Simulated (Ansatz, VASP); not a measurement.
## CsSnI3 in VASP and in Ansatz

File POSCAR:

```
CsSnI3
1.0
    6.2414907048      0.0000000000      0.0000000000
    0.0000000000      6.2414907048      0.0000000000
    0.0000000000      0.0000000000      6.1790757978
Cs Sn I
1 1 3
Direct
    0.0000000000      0.0000000000      0.0000000000
    0.5000000000      0.5000000000      0.5000000000
    0.5000000000      0.5000000000      0.0000000000
    0.5000000000      0.0000000000      0.5000000000
    0.0000000000      0.5000000000      0.5000000000
```

Contents of INCAR.step1:

```
PREC = Accurate
ENCUT = 520
ISMEAR = 0
SIGMA = 0.01
LREAL = F
LASPH = T
NELM = 100
NBANDS = 30
GGA = PE
ALGO = Normal
EDIFF = 1E-4
LWAVE = T
LCHARG = F
```

The input INCAR.step2:

```
PREC = Accurate
ENCUT = 520
EDIFF = 1E-6
ISMEAR = 0
SIGMA = 0.01
LREAL = F
LASPH = T
NELM = 100
ALGO = Normal
ISIF = 2
LWAVE = F
LCHARG = F
METAGGA = R2SCAN
LMIXTAU = T
NBANDS = 30
ISTART = 1
```

File KPOINTS:

```
regular mesh
0
Gamma
  4 4 4
```

Input for Ansatz:

```yaml
crystal:
  lattice:
    - [6.2414907048, 0.0, 0.0]
    - [0.0, 6.2414907048, 0.0]
    - [0.0, 0.0, 6.1790757978]
  atoms:
    - { symbol: Cs, position: [0.0, 0.0, 0.0] }
    - { symbol: Sn, position: [0.5, 0.5, 0.5] }
    - { symbol: I, position: [0.5, 0.5, 0.0] }
    - { symbol: I, position: [0.5, 0.0, 0.5] }
    - { symbol: I, position: [0.0, 0.5, 0.5] }
kpoints:
  mp_grid: { grid: [4, 4, 4] }
  band_path:
    path: [[0.0, 0.0, 0.0], [0.0, 0.5, 0.0], [0.5, 0.5, 0.0], [0.5, 0.5, 0.5]]
    npoints: 1
hamiltonian:
  xc: r2scan
scf:
  occupations: { method: fixed }
  n_extra_bands: 5
output:
  forces: true
  stress: true
  eigenvalues: true
```

Change from the starting cell: uniaxial_z strain -1.0%.

Alike in both runs: task single point; functional r2SCAN; k mesh 4 × 4 × 4; no spin polarisation.

```csv
,VASP,Ansatz
version,VASP 6.6.1,Ansatz 0.2.0
potentials or method,"VASP PAW PBE potentials, release 64 (Cs_sv, Sn_d, I)","plane waves, PAW"
plane-wave cutoff (eV),520,500
occupations,"gaussian, width 0.01 eV",fixed
valence electrons in the cell,44,74
```

|  | VASP | Ansatz | Ansatz less VASP |
| --- | --- | --- | --- |
| gap on the k mesh at the Fermi level (eV) | 0.43 | 0.43 | +0.001 |
| pressure (GPa) | 0.2 | 0.2 | +0.01 |
| traceless stress, the component that is largest in VASP (GPa) | 0.26 | 0.26 | 0.000 |

VASP's potentials were made for PBE, not for r2SCAN. VASP's potentials hold 44 valence electrons a cell and Ansatz's 74, so a difference there can come from the potentials and not from the codes.

Spin-orbit coupling is off throughout.
